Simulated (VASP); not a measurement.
Ta2Sn: relaxation of cell and atoms with PBE

Ta2Sn:

```
Ta Sn
1.0
     4.63482    0.00000    0.00000
    -2.31741    4.01387    0.00000
     0.00000    0.00000    3.24153
Ta Sn
2 1
Direct
  0.33333 0.66667 0.42000
  0.66667 0.33333 0.58000
  0.00000 0.00000 0.00000
```

The cell was generated, and may not be a known phase.

```
Program                : VASP 6.6.1
Task                   : relaxation of cell and atoms
Functional             : PBE
Potentials or basis    : VASP PAW PBE potentials, release 64 (Ta_pv, Sn_d)
Cutoff                 : 600 eV
k mesh                 : 6 × 6 × 6
Occupations            : gaussian, width 0.1 eV
Spin                   : no spin polarisation
Dipole correction      : no
Further INCAR settings : ALGO = Fast; EDIFF = 1e-06; IBRION = 2; EDIFFG = -0.04; NSW = 90; ISIF = 3
```

```
Relaxed volume                        : 19.38 Å³/atom
Relaxed cell                          : a = 4.786 Å, b = 4.786 Å, c = 2.930 Å, α = 90.00°, β = 90.00°, γ = 120.00°
Space group after relaxing (to 0.1 Å) : P-3m1 (No. 164)
Energy gained by relaxing             : 207.8 meV/atom
Ionic steps                           : 9
Pressure after relaxing               : 0.2 GPa
Largest force after relaxing          : 0.030 eV/Å
Band gap on the k mesh                : zero (bands 18 and 19 overlap by 1.63 eV)
```

Forces on the atoms (eV/Å):
```
Ta   0.000  0.000 -0.030
Ta   0.000  0.000  0.030
Sn   0.000  0.000  0.000
```

Stress tensor (GPa, compression positive):
```
 0.27  0.00  0.00
 0.00  0.27  0.00
 0.00  0.00 -0.05
```

The path:
```
step  energy change (eV)  largest force (eV/Å)  pressure (GPa)  volume (Å³)
   1              0.0000                1.4518           -1.41        60.30
   2             -0.4802                0.9363           -0.53        58.54
   3             -0.5191                0.7864            1.28        57.79
   4             -0.5199                0.7992            1.09        57.86
   5             -0.5894                0.4656           -1.70        58.83
   6             -0.6031                0.2154           -3.31        59.46
   7             -0.6160                0.1013            1.83        57.56
   8             -0.6218                0.0101           -0.10        58.22
   9             -0.6234                0.0304            0.16        58.13
```

Final structure:
```yaml
crystal:
  lattice:
    - [4.78627, 0.00000, 0.00000]
    - [-2.39314, 4.14504, 0.00000]
    - [0.00000, 0.00000, 2.92986]
  atoms:
    - { symbol: Ta, position: [0.33333, 0.66667, 0.35301] }
    - { symbol: Ta, position: [0.66667, 0.33333, 0.64699] }
    - { symbol: Sn, position: [0.00000, 0.00000, 0.00000] }
```

Levels at points of the mesh, in eV from the Fermi level:
| k point | band 14 | band 15 | band 16 | band 17 | band 18 | band 19 | band 20 | band 21 | band 22 |
| --- | --- | --- | --- | --- | --- | --- | --- | --- | --- |
| (0.00, 0.00, 0.00) | -3.90 | -2.52 | -2.41 | -0.39 | -0.39 | 1.34 | 2.78 | 3.23 | 3.23 |
| (0.50, 0.00, 0.00) | -3.66 | -3.08 | -1.29 | -0.97 | -0.67 | 1.92 | 2.62 | 2.71 | 2.96 |
| (0.00, 0.00, 0.50) | -2.70 | -2.70 | -2.58 | -2.58 | 1.28 | 1.28 | 2.74 | 3.46 | 3.46 |
| (0.50, 0.00, 0.50) | -3.39 | -2.84 | -1.58 | -0.83 | -0.54 | 0.56 | 0.77 | 1.66 | 2.92 |

It took 3.5 min on 1 thread of Intel(R) Xeon(R) 6975P-C (Granite Rapids), on a shared host, peak memory 0.25 GiB.

Caveat: spin-orbit coupling is left out, which moves the levels of the heavy elements.
